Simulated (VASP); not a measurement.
# Pt (P6/mmm) in VASP: single point with PBEsol

Aim: the single point of Pt with PBEsol.

All numbers are computed with VASP 6.6.1; they aren't measurements. Logs are shortened: lines on timing, memory, paths and dates and some standing lists are left out, and cuts for length are marked.

### Step 1. The cell of the first run

It takes space group P6/mmm (No. 191, hexagonal). The conventional cell has a = 4.440 Å, b = 4.440 Å, c = 2.921 Å, α = 90.00°, β = 90.00°, γ = 120.00°. Within 3.8 Å of Pt (site symmetry 6/mmm) lie 2 Pt at 2.92 Å.

This isn't the form of Pt at room conditions, which is fcc.

### Step 2. Single point, PBEsol

Input file INCAR:

```
PREC = Accurate
ENCUT = 520
EDIFF = 1E-6
ISMEAR = -1
SIGMA = 0.15
LREAL = F
LASPH = T
NELM = 100
ALGO = Normal
ISIF = 2
LWAVE = F
LCHARG = F
GGA = PS
NBANDS = 11
```

Input file KPOINTS:

```
Automatic mesh
0
Gamma
  8 8 10
```

Input file POSCAR:

```
Pt
1.0
    4.4398300000      0.0000000000      0.0000000000
   -2.2199200000      3.8450100000      0.0000000000
    0.0000000000      0.0000000000      2.9206000000
Pt
1
Direct
    0.6666666667      0.3333333333      0.0000000000
```

Potentials or basis: VASP PAW PBE potentials, release 64 (Pt).

Run with:

```console
$ cat potpaw_PBE.64/Pt/POTCAR > POTCAR
$ mpirun -np 1 vasp_std > vasp.out
```

OUTCAR:

```text
PREC = Accurate
   ENCUT = 520
   EDIFF = 1E-6
   ISMEAR = -1
   LREAL = F
   LASPH = T
   NELM = 100
   ISIF = 2
   GGA = PS

 ion  position               nearest neighbor table
   1  0.667  0.333  0.000-

  LATTYP: Found a hexagonal cell.
 ALAT       =     4.4398300000
 C/A-ratio  =     0.6578179795

  Lattice vectors:

 A1 = (   4.4398300000,   0.0000000000,   0.0000000000)
 A2 = (  -2.2199200000,   3.8450100000,   0.0000000000)
 A3 = (   0.0000000000,   0.0000000000,   2.9206000000)

Analysis of symmetry for initial positions (statically):
=====================================================================
 Subroutine PRICEL returns:
 Original cell was already a primitive cell.

 Routine SETGRP: Setting up the symmetry group for a
 hexagonal supercell.

 Subroutine GETGRP returns: Found 24 space group operations
 (whereof 12 operations were pure point group operations)
 out of a pool of 24 trial point group operations.

The static configuration has the point symmetry D_3h.
 The point group associated with its full space group is D_6h.

Analysis of symmetry for dynamics (positions and initial velocities):
=====================================================================
 Subroutine PRICEL returns:
 Original cell was already a primitive cell.

 Routine SETGRP: Setting up the symmetry group for a
 hexagonal supercell.

 Subroutine GETGRP returns: Found 24 space group operations
 (whereof 12 operations were pure point group operations)
 out of a pool of 24 trial point group operations.

The dynamic configuration has the point symmetry D_3h.
 The point group associated with its full space group is D_6h.

 Subroutine INISYM returns: Found 24 space group operations
 (whereof 12 operations are pure point group operations),
 and found     1 'primitive' translations

----------------------------------------------------------------------------------------

                                     Primitive cell

  volume of cell :      49.8581

  direct lattice vectors                    reciprocal lattice vectors
     4.439830000  0.000000000  0.000000000     0.225233849  0.130038966  0.000000000
    -2.219920000  3.845010000  0.000000000     0.000000000  0.260077347  0.000000000
     0.000000000  0.000000000  2.920600000     0.000000000  0.000000000  0.342395398

  length of vectors
     4.439830000  4.439836338  2.920600000     0.260077718  0.260077347  0.342395398

  position of ions in fractional coordinates (direct lattice)
     0.666666667  0.333333333  0.000000000

  ion indices of the primitive-cell ions
   primitive index   ion index
                 1           1

----------------------------------------------------------------------------------------

 KPOINTS: Automatic mesh

Automatic generation of k-mesh.
 Grid dimensions read from file:
 generate k-points for:    8    8   10

 Generating k-lattice:

  Cartesian coordinates                     Fractional coordinates (reciprocal lattice)
     0.028154231  0.016254871  0.000000000     0.125000000  0.000000000  0.000000000
     0.000000000  0.032509668  0.000000000     0.000000000  0.125000000  0.000000000
     0.000000000  0.000000000  0.034239540     0.000000000  0.000000000  0.100000000

  Length of vectors
     0.032509715  0.032509668  0.034239540

  Shift w.r.t. Gamma in fractional coordinates (k-lattice)
     0.000000000  0.000000000  0.000000000

 Subroutine IBZKPT returns following result:
 ===========================================

 Found     60 irreducible k-points:

 Following reciprocal coordinates:
            Coordinates               Weight
  0.000000  0.000000  0.000000      1.000000
  0.125000  0.000000  0.000000      6.000000
  0.250000  0.000000  0.000000      6.000000
  0.375000 -0.000000  0.000000      6.000000
  0.500000  0.000000  0.000000      3.000000
  0.125000  0.125000  0.000000      6.000000
[... 16 lines left out ...]
  0.250000  0.000000  0.200000     12.000000
  0.375000 -0.000000  0.200000     12.000000
 [... further k-points ...]
   k-points           NKPTS =     60   k-points in BZ     NKDIM =     60   number of bands    NBANDS=     11
   number of dos      NEDOS =    301   number of ions     NIONS =      1
   total plane-waves  NPLWV =  31104
   dimension x,y,z NGX =    36 NGY =   36 NGZ =   24
   dimension x,y,z NGXF=    72 NGYF=   72 NGZF=   48
   ions per type =               1
   NGX,Y,Z   is equivalent  to a cutoff of  13.48, 13.48, 13.66 a.u.
   NGXF,Y,Z  is equivalent  to a cutoff of  26.96, 26.96, 27.32 a.u.
 SYSTEM =  unknown system
   PREC   = accura    normal or accurate (medium, high low for compatibility)
   ISTART =      0    job   : 0-new  1-cont  2-samecut
   ICHARG =      2    charge: 1-file 2-atom 10-const
   ISPIN  =      1    spin polarized calculation?
   LNONCOLLINEAR =      F non collinear calculations
   LSORBIT =      F    spin-orbit coupling
   LASPH  =      T    aspherical Exc in radial PAW
   ENCUT  =  520.0 eV  38.22 Ry    6.18 a.u.   8.26  8.26  5.43*2*pi/ulx,y,z
   NELM   =    100;   NELMIN=  2; NELMDL= -5     # of ELM steps
   EDIFF  = 0.1E-05   stopping-criterion for ELM
   LREAL  =      F    real-space projection
   EDIFFG = 0.1E-04   stopping-criterion for IOM
   NSW    =      0    number of steps for IOM
   IBRION =     -1    ionic relax: 0-MD 1-quasi-New 2-CG
   NFREE  =      0    steps in history (QN), initial steepest desc. (CG)
   ISIF   =      2    stress and relaxation
   ISYM   =      2    0-nonsym 1-usesym 2-fastsym
   POTIM  = 0.5000    time-step for ionic-motion
   TEBEG  =    0.0;   TEEND  =   0.0 temperature during run
   PSTRESS=    0.0 pullay stress
   NELECT =      10.0000    total number of electrons
   NUPDOWN=      -1.0000    fix difference up-down
   EMIN   =  10.00;   EMAX   =-10.00  energy-range for DOS
   EFERMI =   0.00;   METHOD = LEGACY
   ISMEAR =    -1;   SIGMA  =   0.15  broadening in eV -4-tet -1-fermi 0-gaus
   EFERMI_NEDOS =   21; number of points for ismear=-14 and -15
   IALGO  =     38    algorithm
   IMIX   =      4    mixing-type and parameters
     AMIX     =   0.40;   BMIX     =  1.00
     AMIX_MAG =   1.60;   BMIX_MAG =  1.00
  volume/ion in A,a.u.               =      49.86       336.46
  Fermi-wavevector in a.u.,A,eV,Ry     =   0.958288  1.810902 12.494455  0.918317
  Thomas-Fermi vector in A             =   2.087382
   LORBIT       =      0    0 simple, 1 ext, 2 COOP (PROOUT), +10 PAW based schemes
   GGA     = PS    functional components
   LHFCALC =     F    Hartree Fock is set to
   AEXX    =    0.0000 exact exchange contribution
   IVDW    =     0    specifies the selected vdW correction
   LEPSILON=     F    determine dielectric tensor
   LRPA    =     F    only Hartree local field effects (RPA)
 non-spin polarized calculation
  energy-cutoff  :      520.00
  volume of cell :       49.86
 maximum number of plane-waves:      1362
 NGX is ok and might be reduce to    36
   NGX = 17   NGY = 17   NGZ = 11

 number of electron      10.0000000 magnetization

 number of electron       9.9999998 magnetization

 Free energy of the ion-electron system (eV)
  ---------------------------------------------------
  ext. energy  EPLUGINS =         0.00000000
  ---------------------------------------------------
  free energy    TOTEN  =        -2.92197286 eV

  energy without entropy =       -2.59664352  energy(sigma->0) =       -2.75930819

 E-fermi :  -1.2555     XC(G=0):  -7.2724

 val. band max:       -1.2626187498   @ k =   0.5000   0.0000   0.0000
 cond. band min:      -1.2380688842   @ k =   0.3750  -0.0000   0.5000
 fundamental gap:      0.0245498655
 Fermi energy:        -1.2554729108

 k-point     1 :       0.0000    0.0000    0.0000
  band No.  band energies     occupation
      1      -4.7753      2.00000
      2      -2.8881      1.99996
      3      -2.0144      1.98739
      4      -2.0144      1.98739
      5      -1.1568      0.68241
      6      -1.1568      0.68238
      7       6.4991      0.00000
      8       6.4991      0.00000
      9       9.2765      0.00000
     10      10.0667      0.00000
     11      11.4557      0.00000

 k-point     2 :       0.1250    0.0000    0.0000
  band No.  band energies     occupation
      1      -4.7314      2.00000
      2      -2.7806      1.99992
      3      -2.0286      1.98851
      4      -1.9751      1.98363
      5      -1.1630      0.70103
      6      -1.1583      0.68696
      7       5.3178      0.00000
      8       6.2075      0.00000
      9       9.3634      0.00000
     10      10.4231      0.00000
     11      11.9491      0.00000

 k-point     3 :       0.2500    0.0000    0.0000
  band No.  band energies     occupation
      1      -4.6336      2.00000
      2      -2.4895      1.99947
      3      -2.0090      1.98692
      4      -1.8762      1.96860
      5      -1.1778      0.74674
      6      -1.1620      0.69805
      7       3.4911      0.00000
      8       5.6195      0.00000
      9       8.7269      0.00000
     10      12.2215      0.00000
     11      13.1369      0.00000

 k-point     4 :       0.3750   -0.0000    0.0000
  band No.  band energies     occupation
      1      -4.5481      2.00000
      2      -2.3191      1.99834
      3      -1.7710      1.93769
      4      -1.6456      1.86182
      5      -1.1925      0.79322
      6      -1.1657      0.70924
      7       1.9136      0.00000
      8       5.1256      0.00000
      9       8.3701      0.00000
     10      14.1254      0.00000
     11      14.5467      0.00000
[... 239 lines left out ...]
 k-point    22 :       0.1250    0.0000    0.2000
  band No.  band energies     occupation
      1      -3.4855      2.00000
      2      -2.4674      1.99938
      3      -1.9192      1.97633
      4      -1.8730      1.96793
      5      -1.8121      1.95227
      6      -1.8074      1.95077
      7       6.4081      0.00000
      8       7.4757      0.00000
      9       9.6874      0.00000
     10      10.1948      0.00000
     11      11.3587      0.00000

 k-point    23 :       0.2500    0.0000    0.2000
  band No.  band energies     occupation
      1      -3.3896      2.00000
      2      -2.2532      1.99742
      3      -1.9644      1.98244
      4      -1.8476      1.96212
      5      -1.7617      1.93381
      6      -1.7065      1.90578
      7       4.5276      0.00000
      8       6.8398      0.00000
      9       9.1721      0.00000
     10      10.6562      0.00000
     11      13.0782      0.00000

 k-point    24 :       0.3750   -0.0000    0.2000
  band No.  band energies     occupation
      1      -3.3164      2.00000
      2      -2.1403      1.99453
      3      -2.0075      1.98679
      4      -1.8508      1.96290
      5      -1.6784      1.88747
      6      -1.3208      1.21424
      7       2.9982      0.00000
      8       6.3316      0.00000
      9       8.7962      0.00000
     10      11.4479      0.00000
     11      14.5178      0.00000

 [... further k-points ...]
[... 5 lines left out ...]
  --------------------------------------------------------------------------------------
  -------------------------------------------------------------------------------------
  Total       -1.2846947     -1.2846976     -6.2381987      0.0000017      0.0000000      0.0000000
  in kB      -41.2833192    -41.2834144   -200.4628468      0.0000537      0.0000000      0.0000000
  external PRESSURE =     -94.3431934 kB  Pullay stress =       0.0000000 kB

 VOLUME and BASIS-vectors are now :
 -----------------------------------------------------------------------------
  energy-cutoff  :      520.00
  volume of cell :       49.86
      direct lattice vectors                 reciprocal lattice vectors
     4.439830000  0.000000000  0.000000000     0.225233849  0.130038966  0.000000000
    -2.219920000  3.845010000  0.000000000     0.000000000  0.260077347  0.000000000
     0.000000000  0.000000000  2.920600000     0.000000000  0.000000000  0.342395398

 POSITION                                       TOTAL-FORCE (eV/Angst)
 -----------------------------------------------------------------------------------
      2.21991      1.28167      0.00000         0.000000      0.000000      0.000000
 -----------------------------------------------------------------------------------
    total drift:                               -0.000000      0.000000      0.000000

  FREE ENERGIE OF THE ION-ELECTRON SYSTEM (eV)
  ---------------------------------------------------
  free  energy   TOTEN  =        -2.9219728627 eV

  energy  without entropy=       -2.5966435186  energy(sigma->0) =       -2.75930819
```

Run time: 28 s. Hardware: 1 thread of Intel Xeon Platinum 8175M at 2.50GHz (Skylake/Cascade Lake), shared host; peak memory 0.19 GiB.

What came out:

| Item | Value |
| --- | --- |
| Free energy | -2.9220 eV |
| Pressure | -9.4 GPa |
| Band gap on the k mesh | zero (bands 5 and 6 overlap by 0.68 eV) |

Caveat: the stress differs along the axes, from -20 to -4 GPa; the PAW data sets were made with another functional, which shifts forces and pressure a little; spin-orbit coupling is left out, which moves the levels of the heavy elements.

The gap in the log of VASP goes by the Fermi energy; the results here count the filled bands.